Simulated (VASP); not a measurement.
Crystal: Co.

```xyz
2
Lattice="2.4707 0.0000 0.0000 -1.2353 2.1397 0.0000 0.0000 0.0000 4.0360" Properties=species:S:1:pos:R:3 pbc="T T T"
Co    0.0000    1.4264    2.9872
Co    1.2353    0.7132    1.0488
```

Base run:

```yaml
Program: VASP 6.6.1
Functional: r2SCAN
Potentials_or_basis: VASP PAW PBE potentials, release 64 (Co)
Cutoff: 660 eV
k_mesh: 12 × 12 × 7
Occupations: fermi-dirac, width 0.05 eV
Spin: collinear spin, ferromagnetic start
Starting_moments: "[2.0, 2.0] μB"
```

Its results: pressure 1.0 GPa; net moment 3.56 μB per cell; site moments Co +1.84 μB; largest force 0.255 eV/Å.

**Question.** The run is repeated on the same cell with these changes: functional from r2SCAN to LDA; potentials or basis from VASP PAW PBE potentials, release 64 (Co) to VASP PAW LDA potentials, release 64 (Co); cutoff from 660 eV to 520 eV. What comes out?

**Answer.** Pressure -15.2 GPa; net moment 3.04 μB per cell; site moments Co +1.52 μB; largest force 0.478 eV/Å.

Caveats: the PAW data sets were made with another functional, which shifts forces and pressure a little (at least some runs); the cell stands under tension (at least some runs).
